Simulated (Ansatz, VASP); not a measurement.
# BN in VASP and in Ansatz

```
CELL_PARAMETERS angstrom
0.00000 1.71739 1.71739
1.71739 0.00000 1.71739
1.71739 1.71739 0.00000
ATOMIC_POSITIONS crystal
B 0.00000 0.00000 0.00000
N 0.50000 0.50000 0.50000
```

Alike in both runs: task single point; functional HSE06; k mesh 8 × 8 × 8; occupations gaussian, width 0.05 eV; no spin polarisation.

|  | VASP | Ansatz |
| --- | --- | --- |
| version | VASP 6.6.1 | Ansatz 0.2.0 |
| potentials or method | VASP PAW PBE potentials, release 64 (B, N), cutoff 520 eV | scalar-relativistic, plane waves, PAW |
| valence electrons in the cell | 8 | 8 |

```tsv
	VASP	Ansatz	Ansatz less VASP
gap on the k mesh at the Fermi level (eV)	2.76	2.77	+0.012
least direct gap on the mesh (eV)	7.44	7.46	+0.016
pressure (GPa)	13.3	12.9	-0.42
```

Ansatz's warnings: stress exchange threshold loose, stress scf threshold loose.
